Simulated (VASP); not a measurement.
Here is a VASP 6.6.1 calculation.

INCAR

```
  ALGO = Fast
  EDIFF = 1E-7
  ENCUT = 520
  GGA = PE
  ISIF = 2
  ISMEAR = 0
  LASPH = True
  LCHARG = False
  LREAL = False
  LWAVE = False
  NBANDS = 60
  NELM = 80
  PREC = Accurate
  SIGMA = 0.1
```

The input KPOINTS:

```
k-points
0
Gamma
  4 4 4
```

File POSCAR:

```
Zr4H
1.0
    6.6349393723      0.0000000000      0.0000000000
    0.0000000000      3.9127099005      3.6847506263
    0.0000000000     -3.9127099005      3.6847506263
Zr H
8 2
Direct
    0.5000000000      0.1688148488      0.6078317113
    0.0000000000      0.6090760279      0.1604095284
    0.2364568339      0.1084039212      0.1084039212
    0.7402082723      0.6712726197      0.6712726197
    0.5000000000      0.6078317113      0.1688148488
    0.0000000000      0.1604095284      0.6090760279
    0.2597917277      0.6712726197      0.6712726197
    0.7635431661      0.1084039212      0.1084039212
    0.0000000000      0.5251585444      0.5251585444
    0.5000000000      0.8748789255      0.8748789255
```

Potentials or basis: VASP PAW PBE potentials, release 64 (Zr_sv, H).

The run is started by

```console
$ cat potpaw_PBE.64/Zr_sv/POTCAR potpaw_PBE.64/H/POTCAR > POTCAR
$ mpirun -np 1 vasp_std > vasp.out
```

Estimate the pressure.

-0.1 GPa.

Estimate the largest force.

0.027 eV/Å.

Forces on the atoms (eV/Å):
```
Zr   0.000  0.006  0.003
Zr   0.000  0.027 -0.001
Zr  -0.005  0.000 -0.005
Zr   0.008  0.000  0.004
Zr   0.000 -0.006  0.003
Zr   0.000 -0.027 -0.001
Zr  -0.008  0.000  0.004
Zr   0.005  0.000 -0.005
H    0.000  0.000  0.000
H    0.000  0.000 -0.002
```
